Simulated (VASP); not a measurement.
TiO, 2 atoms in the cell. Symmetry: P-6m2, No. 187, hexagonal system. Conventional cell: a = 2.649 Å, b = 2.649 Å, c = 3.017 Å, α = 90.00°, β = 90.00°, γ = 120.00°. Ti (site symmetry -6m2) has 6 O at 2.15 Å and 6 Ti at 2.65 Å within 2.8 Å. O (site symmetry -6m2) has 6 Ti at 2.15 Å and 6 O at 2.65 Å within 2.8 Å. 

```yaml
Program: VASP 6.6.1
Task: single point
Functional: PBEsol
Potentials_or_basis: VASP PAW PBE potentials, release 64 (Ti_sv, O)
Cutoff: 520 eV
k_mesh: 18 × 18 × 16
Occupations: gaussian, width 0.15 eV
Spin: no spin polarisation
Dipole_correction: no
Further_INCAR_settings: ALGO = Normal; EDIFF = 1e-06; NBANDS = 16
```

Potentials or basis: VASP PAW PBE potentials, release 64 (Ti_sv, O).

Launch:

```console
$ cat potpaw_PBE.64/Ti_sv/POTCAR potpaw_PBE.64/O/POTCAR > POTCAR
$ mpirun -np 1 vasp_std > vasp.out
```

Hardware: 1 thread of AMD EPYC 7R13 (shared host).

Question: How long does it take, and how much memory?

Answer: It took 2.8 min on 1 thread of AMD EPYC 7R13, on a shared host, peak memory 0.18 GiB. Counts: scf iterations 14, k points 333.
